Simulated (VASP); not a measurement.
# MgS: single point with PBE

MgS:

```xyz
2
Lattice="0.0000 2.6015 2.7178 2.6015 0.0000 2.7178 2.6015 2.6015 0.0000" Properties=species:S:1:pos:R:3 pbc="T T T"
Mg    0.0000    0.0000    0.0000
S     2.6015    2.6015    2.7178
```

This cell differs from its parent crystal: uniaxial z strain +4.5%.

```json
{"Program": "VASP 6.6.1", "Task": "single point", "Functional": "PBE", "Potentials or basis": "VASP PAW PBE potentials, release 64 (Mg, S)", "Cutoff": "520 eV", "k mesh": "8 × 8 × 8", "Occupations": "fermi-dirac, width 0.02 eV", "Spin": "no spin polarisation"}
```

| Property | Result |
| --- | --- |
| Pressure | -2.0 GPa |
| Band gap on the k mesh | 2.51 eV (least direct gap 3.27 eV) |

Stress tensor (GPa, compression positive):
```
-0.89  0.00  0.00
 0.00 -0.89  0.00
 0.00  0.00 -4.22
```

Levels at points of the mesh, in eV from the valence-band top:
| k point | band 1 | band 2 | band 3 | band 4 | band 5 | band 6 | band 7 | band 8 |
| --- | --- | --- | --- | --- | --- | --- | --- | --- |
| (0.00, 0.00, 0.00) | -12.54 | -0.17 | -0.17 | 0.00 | 3.27 | 7.58 | 8.03 | 8.03 |
| (0.50, 0.00, 0.00) | -11.34 | -4.72 | -0.72 | -0.60 | 4.35 | 6.57 | 6.97 | 9.53 |
| (0.50, 0.50, 0.00) | -11.11 | -4.10 | -1.58 | -1.58 | 2.73 | 4.51 | 11.15 | 12.52 |
| (0.50, 0.00, 0.50) | -10.96 | -4.07 | -1.94 | -1.57 | 2.51 | 4.37 | 11.61 | 12.16 |

It took 14 s on 1 thread of Intel(R) Xeon(R) Platinum 8488C (Sapphire Rapids), on a shared host, peak memory 0.17 GiB.

Caveat: the cell differs from its parent crystal (uniaxial z strain +4.5%). A k mesh can miss the band edges.
